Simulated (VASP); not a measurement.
# Sn in VASP: further runs, part 2 of 2

VASP 6.6.1.

## 4. Single point, PBEsol (strain +0.040 along x and y, +0.040 along z)

INCAR reads:

```
  PREC = Accurate
  ENCUT = 520
  EDIFF = 1E-6
  ISMEAR = 0
  SIGMA = 0.15
  LREAL = False
  LASPH = True
  NELM = 60
  ALGO = Fast
  ISIF = 2
  LWAVE = False
  LCHARG = False
  GGA = PS
  NBANDS = 13
```

KPOINTS reads:

```
Automatic mesh
0
Gamma
  18 18 18
```

POSCAR reads:

```
Sn
1.0
   -1.9704378920      1.9704378920      1.9704378920
    1.9704378920     -1.9704378920      1.9704378920
    1.9704378920      1.9704378920     -1.9704378920
Sn
1
Direct
    0.0000000000      0.0000000000      0.0000000000
```

Potentials or basis: VASP PAW PBE potentials, release 64 (Sn_d).

Run with:

```
$ cat potpaw_PBE.64/Sn_d/POTCAR > POTCAR
$ mpirun -np 1 vasp_std > vasp.out
```

OUTCAR:

```text
PREC = Accurate
   ENCUT = 520
   EDIFF = 1E-6
   ISMEAR = 0
   LREAL = False
   LASPH = True
   NELM = 60
   ISIF = 2
   GGA = PS

 ion  position               nearest neighbor table
   1  0.000  0.000  0.000-

  LATTYP: Found a body centered cubic cell.
 ALAT       =     3.9408757840

  Lattice vectors:

 A1 = (  -1.9704378920,   1.9704378920,   1.9704378920)
 A2 = (   1.9704378920,  -1.9704378920,   1.9704378920)
 A3 = (   1.9704378920,   1.9704378920,  -1.9704378920)

Analysis of symmetry for initial positions (statically):
=====================================================================
 Subroutine PRICEL returns:
 Original cell was already a primitive cell.

 Routine SETGRP: Setting up the symmetry group for a
 body centered cubic supercell.

 Subroutine GETGRP returns: Found 48 space group operations
 (whereof 48 operations were pure point group operations)
 out of a pool of 48 trial point group operations.

The static configuration has the point symmetry O_h .

Analysis of symmetry for dynamics (positions and initial velocities):
=====================================================================
 Subroutine PRICEL returns:
 Original cell was already a primitive cell.

 Routine SETGRP: Setting up the symmetry group for a
 body centered cubic supercell.

 Subroutine GETGRP returns: Found 48 space group operations
 (whereof 48 operations were pure point group operations)
 out of a pool of 48 trial point group operations.

The dynamic configuration has the point symmetry O_h .

 Subroutine INISYM returns: Found 48 space group operations
 (whereof 48 operations are pure point group operations),
 and found     1 'primitive' translations

----------------------------------------------------------------------------------------

                                     Primitive cell

  volume of cell :      30.6019

  direct lattice vectors                    reciprocal lattice vectors
    -1.970437892  1.970437892  1.970437892     0.000000000  0.253750703  0.253750703
     1.970437892 -1.970437892  1.970437892     0.253750703  0.000000000  0.253750703
     1.970437892  1.970437892 -1.970437892     0.253750703  0.253750703  0.000000000

  length of vectors
     3.412898542  3.412898542  3.412898542     0.358857685  0.358857685  0.358857685

  position of ions in fractional coordinates (direct lattice)
     0.000000000  0.000000000  0.000000000

  ion indices of the primitive-cell ions
   primitive index   ion index
                 1           1

----------------------------------------------------------------------------------------

 KPOINTS: Automatic mesh

Automatic generation of k-mesh.
 Grid dimensions read from file:
 generate k-points for:   18   18   18

 Generating k-lattice:

  Cartesian coordinates                     Fractional coordinates (reciprocal lattice)
     0.000000000  0.014097261  0.014097261     0.055555556  0.000000000  0.000000000
     0.014097261  0.000000000  0.014097261     0.000000000  0.055555556  0.000000000
     0.014097261  0.014097261  0.000000000     0.000000000  0.000000000  0.055555556

  Length of vectors
     0.019936538  0.019936538  0.019936538

  Shift w.r.t. Gamma in fractional coordinates (k-lattice)
     0.000000000  0.000000000  0.000000000

 Subroutine IBZKPT returns following result:
 ===========================================

 Found    195 irreducible k-points:

 Following reciprocal coordinates:
            Coordinates               Weight
  0.000000  0.000000  0.000000      1.000000
  0.055556  0.000000  0.000000     12.000000
  0.111111  0.000000  0.000000     12.000000
  0.166667  0.000000  0.000000     12.000000
  0.222222  0.000000  0.000000     12.000000
  0.277778  0.000000  0.000000     12.000000
[... 16 lines left out ...]
  0.333333  0.111111  0.000000     48.000000
  0.388889  0.111111  0.000000     48.000000
 [... further k-points ...]
   k-points           NKPTS =    195   k-points in BZ     NKDIM =    195   number of bands    NBANDS=     13
   number of dos      NEDOS =    301   number of ions     NIONS =      1
   total plane-waves  NPLWV =  21952
   dimension x,y,z NGX =    28 NGY =   28 NGZ =   28
   dimension x,y,z NGXF=    56 NGYF=   56 NGZF=   56
   ions per type =               1
   NGX,Y,Z   is equivalent  to a cutoff of  13.64, 13.64, 13.64 a.u.
   NGXF,Y,Z  is equivalent  to a cutoff of  27.28, 27.28, 27.28 a.u.
 SYSTEM =  unknown system
   PREC   = accura    normal or accurate (medium, high low for compatibility)
   ISTART =      0    job   : 0-new  1-cont  2-samecut
   ICHARG =      2    charge: 1-file 2-atom 10-const
   ISPIN  =      1    spin polarized calculation?
   LNONCOLLINEAR =      F non collinear calculations
   LSORBIT =      F    spin-orbit coupling
   LASPH  =      T    aspherical Exc in radial PAW
   ENCUT  =  520.0 eV  38.22 Ry    6.18 a.u.   6.35  6.35  6.35*2*pi/ulx,y,z
   NELM   =     60;   NELMIN=  2; NELMDL= -5     # of ELM steps
   EDIFF  = 0.1E-05   stopping-criterion for ELM
   LREAL  =      F    real-space projection
   EDIFFG = 0.1E-04   stopping-criterion for IOM
   NSW    =      0    number of steps for IOM
   IBRION =     -1    ionic relax: 0-MD 1-quasi-New 2-CG
   NFREE  =      0    steps in history (QN), initial steepest desc. (CG)
   ISIF   =      2    stress and relaxation
   ISYM   =      2    0-nonsym 1-usesym 2-fastsym
   POTIM  = 0.5000    time-step for ionic-motion
   TEBEG  =    0.0;   TEEND  =   0.0 temperature during run
   PSTRESS=    0.0 pullay stress
   NELECT =      14.0000    total number of electrons
   NUPDOWN=      -1.0000    fix difference up-down
   EMIN   =  10.00;   EMAX   =-10.00  energy-range for DOS
   EFERMI =   0.00;   METHOD = LEGACY
   ISMEAR =     0;   SIGMA  =   0.15  broadening in eV -4-tet -1-fermi 0-gaus
   EFERMI_NEDOS =   21; number of points for ismear=-14 and -15
   IALGO  =     68    algorithm
   IMIX   =      4    mixing-type and parameters
     AMIX     =   0.40;   BMIX     =  1.00
     AMIX_MAG =   1.60;   BMIX_MAG =  1.00
  volume/ion in A,a.u.               =      30.60       206.51
  Fermi-wavevector in a.u.,A,eV,Ry     =   1.261444  2.383784 21.650160  1.591242
  Thomas-Fermi vector in A             =   2.394903
   LORBIT       =      0    0 simple, 1 ext, 2 COOP (PROOUT), +10 PAW based schemes
   GGA     = PS    functional components
   LHFCALC =     F    Hartree Fock is set to
   AEXX    =    0.0000 exact exchange contribution
   IVDW    =     0    specifies the selected vdW correction
   LEPSILON=     F    determine dielectric tensor
   LRPA    =     F    only Hartree local field effects (RPA)
 non-spin polarized calculation
 RMM-DIIS sequential band-by-band and
 Gauss-broadening in eV      SIGMA  =   0.15
  energy-cutoff  :      520.00
  volume of cell :       30.60
 maximum number of plane-waves:       856
 NGX is ok and might be reduce to    28
   NGX = 13   NGY = 13   NGZ = 13

 number of electron      13.9999995 magnetization

 Free energy of the ion-electron system (eV)
  ---------------------------------------------------
  ext. energy  EPLUGINS =         0.00000000
  ---------------------------------------------------
  free energy    TOTEN  =        -4.13667850 eV

  energy without entropy =       -4.13031807  energy(sigma->0) =       -4.13349828

 E-fermi :   6.5790     XC(G=0):  -9.9617

 val. band max:        6.5732479758   @ k =  -0.4444   0.5000   0.2778
 cond. band min:       6.5984904179   @ k =  -0.2778   0.3333   0.1111
 fundamental gap:      0.0252424421
 Fermi energy:         6.5790380366

 k-point     1 :       0.0000    0.0000    0.0000
  band No.  band energies     occupation
      1     -14.8291      2.00000
      2     -14.8291      2.00000
      3     -14.8291      2.00000
      4     -14.7321      2.00000
      5     -14.7321      2.00000
      6      -3.7146      2.00000
      7      13.4920      0.00000
      8      13.4920      0.00000
      9      13.4920      0.00000
     10      18.4267      0.00000
     11      18.4271      0.00000
     12      18.4363      0.00000
     13      18.5011      0.00000
[... 353 lines left out ...]
 k-point    24 :       0.3889    0.1111    0.0000
  band No.  band energies     occupation
      1     -14.8504      2.00000
      2     -14.8057      2.00000
      3     -14.7408      2.00000
      4     -14.7389      2.00000
      5     -14.6853      2.00000
      6       0.0282      2.00000
      7       3.4014      2.00000
      8       8.6245      0.00000
      9      10.9004      0.00000
     10      14.6189      0.00000
     11      16.3581      0.00000
     12      19.3690      0.00000
     13      21.2511      0.00000

 [... further k-points ...]

------------------------ aborting loop because EDIFF is reached ----------------------------------------

  FORCE on cell =-STRESS in cart. coord.  units (eV):
  Direction    XX          YY          ZZ          XY          YZ          ZX
  --------------------------------------------------------------------------------------
  -------------------------------------------------------------------------------------
  Total       -1.1456827     -1.1456827     -1.1456827      0.0000000      0.0000000     -0.0000000
  in kB      -59.9827938    -59.9827938    -59.9827938      0.0000000      0.0000000     -0.0000000
  external PRESSURE =     -59.9827938 kB  Pullay stress =       0.0000000 kB

 VOLUME and BASIS-vectors are now :
 -----------------------------------------------------------------------------
  energy-cutoff  :      520.00
  volume of cell :       30.60
      direct lattice vectors                 reciprocal lattice vectors
    -1.970437892  1.970437892  1.970437892     0.000000000  0.253750703  0.253750703
     1.970437892 -1.970437892  1.970437892     0.253750703  0.000000000  0.253750703
     1.970437892  1.970437892 -1.970437892     0.253750703  0.253750703  0.000000000

 POSITION                                       TOTAL-FORCE (eV/Angst)
 -----------------------------------------------------------------------------------
      0.00000      0.00000      0.00000         0.000000     -0.000000      0.000000
 -----------------------------------------------------------------------------------
    total drift:                               -0.000000     -0.000000     -0.000000

  FREE ENERGIE OF THE ION-ELECTRON SYSTEM (eV)
  ---------------------------------------------------
  free  energy   TOTEN  =        -4.1366784964 eV

  energy  without entropy=       -4.1303180715  energy(sigma->0) =       -4.13349828
```

OSZICAR:

```text
N       E                     dE             d eps       ncg     rms          rms(c)
DAV:   1     0.790303358600E+02    0.79030E+02   -0.71617E+03  5208   0.153E+03
DAV:   2     0.156972011912E+01   -0.77461E+02   -0.75360E+02  5370   0.327E+02
DAV:   3    -0.402963363417E+01   -0.55994E+01   -0.55784E+01  6043   0.732E+01
DAV:   4    -0.414967107703E+01   -0.12004E+00   -0.12001E+00  6067   0.115E+01
DAV:   5    -0.415395290595E+01   -0.42818E-02   -0.42818E-02  6580   0.212E+00    0.108E+00
RMM:   6    -0.414035940638E+01    0.13593E-01   -0.14568E-02  6370   0.157E+00    0.606E-01
RMM:   7    -0.413679041302E+01    0.35690E-02   -0.99146E-03  6287   0.115E+00    0.103E-01
RMM:   8    -0.413663601087E+01    0.15440E-03   -0.86450E-04  6945   0.455E-01    0.268E-02
RMM:   9    -0.413667490234E+01   -0.38891E-04   -0.37552E-04  7616   0.183E-01    0.212E-02
RMM:  10    -0.413667580779E+01   -0.90546E-06   -0.64145E-05  6805   0.120E-01    0.333E-03
RMM:  11    -0.413667786050E+01   -0.20527E-05   -0.34214E-05  8073   0.579E-02    0.685E-03
RMM:  12    -0.413667849645E+01   -0.63594E-06   -0.40026E-06  5443   0.202E-02
   1 F= -.41366785E+01 E0= -.41334983E+01  d E =-.636042E-02
```

Wall time 37 s (1 thread of Intel Xeon 6975P-C (Granite Rapids), shared host); peak memory 0.19 GiB.

Results:

```yaml
Free_energy: -4.1367 eV
Pressure: -6.0 GPa
Band_gap_on_the_k_mesh: zero (band 7 reaches 13.49 eV, above the bottom of band 8 at 4.48 eV)
```

Caveat: the cell differs from its parent crystal (strain +0.040 along x and y, +0.040 along z); the PAW data sets were made with another functional, which shifts forces and pressure a little; spin-orbit coupling is left out, which moves the levels of the heavy elements.

## 5. Single point, PBEsol (strain +0.080 along x and y, +0.080 along z)

INCAR reads:

```
SYSTEM = Sn
ALGO = Normal
EDIFF = 1E-6
ENCUT = 520
GGA = PS
ISIF = 2
ISMEAR = 0
LASPH = .TRUE.
LCHARG = .TRUE.
LELF = .TRUE.
LREAL = .FALSE.
LVHAR = .TRUE.
LWAVE = .FALSE.
NBANDS = 13
NELM = 60
PREC = Accurate
SIGMA = 0.15
```

KPOINTS reads:

```
k-points
0
G
  18 18 18
  0 0 0
```

POSCAR reads:

```
Sn
1.0
   -2.0462239647      2.0462239647      2.0462239647
    2.0462239647     -2.0462239647      2.0462239647
    2.0462239647      2.0462239647     -2.0462239647
Sn
1
Direct
    0.0000000000      0.0000000000      0.0000000000
```

Run with:

```
$ cat potpaw_PBE.64/Sn_d/POTCAR > POTCAR
$ mpirun -np 1 vasp_std > vasp.out
```

It took 38 s on 1 thread of Intel Xeon 6975P-C (Granite Rapids), shared host; peak memory 0.19 GiB.

Results (log left out):

| Item | Value |
| --- | --- |
| Free energy | -3.9726 eV |
| Pressure | -8.1 GPa |
| Band gap on the k mesh | zero (band 7 reaches 11.46 eV, above the bottom of band 8 at 3.64 eV) |

Levels at points of the mesh, in eV from the Fermi level:
```tsv
k point	band 3	band 4	band 5	band 6	band 7	band 8	band 9	band 10	band 11	band 12
(0.00, 0.00, 0.00)	-21.42	-21.35	-21.35	-9.63	6.02	6.02	6.02	11.20	11.20	11.20
(0.50, 0.00, 0.00)	-21.35	-21.35	-21.31	-6.27	-3.38	2.86	4.54	6.76	7.54	13.10
(0.50, 0.50, 0.50)	-21.32	-21.32	-21.32	-3.69	-0.27	-0.27	-0.27	3.89	3.89	16.93
```

Caveat: the cell differs from its parent crystal (strain +0.080 along x and y, +0.080 along z); the PAW data sets were made with another functional, which shifts forces and pressure a little; spin-orbit coupling is left out, which moves the levels of the heavy elements.

## 6. Single point, PBEsol (strain -0.080 along x and y, -0.040 along z)

INCAR reads:

```
SYSTEM = Sn
PREC     = Accurate       ! precision mode
ENCUT    = 520            ! plane-wave cutoff, eV
EDIFF    = 1E-7           ! SCF threshold, eV
ISMEAR   = 0              ! smearing method
SIGMA    = 0.15           ! smearing width, eV
LREAL    = .FALSE.        ! projectors in reciprocal space
LASPH    = .TRUE.         ! aspherical terms in the spheres
NELM     = 100            ! most SCF steps
ALGO     = Fast           ! electronic algorithm
ISIF     = 2              ! what is computed and relaxed
LWAVE    = .FALSE.        ! write WAVECAR
LCHARG   = .TRUE.         ! write CHGCAR
GGA      = PS             ! functional
LELF     = .TRUE.         ! ELF
LVHAR    = .TRUE.       
NBANDS   = 13             ! bands
```

KPOINTS reads:

```
regular mesh
0
G
  18 18 18
  0 0 0
```

POSCAR reads:

```
Sn
1.0
   -1.7430796737      1.7430796737      1.8188657464
    1.7430796737     -1.7430796737      1.8188657464
    1.7430796737      1.7430796737     -1.8188657464
Sn
1
Direct
    0.0000000000      0.0000000000      0.0000000000
```

Potentials or basis: VASP PAW PBE potentials, release 64 (Sn_d).

Run with:

```
$ cat potpaw_PBE.64/Sn_d/POTCAR > POTCAR
$ mpirun -np 1 vasp_std > vasp.out
```

It took 43 s on 1 thread of Intel Xeon 6975P-C (Granite Rapids), shared host; peak memory 0.23 GiB.

It converged, with:

```yaml
Free_energy: -4.0810 eV
Pressure: 14.0 GPa
Band_gap_on_the_k_mesh: zero (band 7 reaches 20.53 eV, above the bottom of band 8 at 7.54 eV)
```

Stress tensor (GPa, compression positive):
```
13.94  0.00  0.00
 0.00 13.94  0.00
 0.00  0.00 14.08
```

Levels at points of the mesh, in eV from the Fermi level:
```
           k point  band 3  band 4  band 5  band 6  band 7  band 8  band 9  band 10  band 11  band 12
(0.00, 0.00, 0.00)  -21.65  -21.43  -21.39  -12.80    9.82   10.11   10.11    12.07    12.78    12.78
(0.50, 0.00, 0.00)  -21.44  -21.41  -21.25   -6.81   -5.66    4.56    6.37     9.31     9.54    15.80
(0.50, 0.50, 0.00)  -21.41  -21.40  -21.24   -6.46   -5.51    3.91    5.52     8.53     8.78    17.74
(0.50, 0.50, 0.50)  -21.30  -21.28  -21.28   -1.39   -1.26   -0.44   -0.44     3.65     4.03    19.32
```

Caveat: the cell differs from its parent crystal (strain -0.080 along x and y, -0.040 along z); the PAW data sets were made with another functional, which shifts forces and pressure a little; spin-orbit coupling is left out, which moves the levels of the heavy elements.

## 7. Overview

```csv
cell,gap on the mesh (eV),pressure (GPa)
"a = 3.019 Å, angles 109.5°, 1 atom",none,19.2
"a = 3.150 Å, angles 109.5°, 1 atom",none,5.7
"a = 3.413 Å, angles 109.5°, 1 atom",none,-6.0
"a = 3.544 Å, angles 109.5°, 1 atom",none,-8.1
"a = 3.063 Å, angles 110.6, 110.6, 107.2°, 1 atom",none,14.0
```

Alike in all rows: task single point; level PBEsol; potentials or basis VASP PAW PBE potentials, release 64 (Sn_d); no spin polarisation; k mesh 18 × 18 × 18; cutoff (eV) 520; smearing gaussian 0.15 eV.

Caveats: the PAW data sets were made with another functional, which shifts forces and pressure a little; spin-orbit coupling is left out, which moves the levels of the heavy elements.

Absolute energies hang on the potentials; compare differences alone.
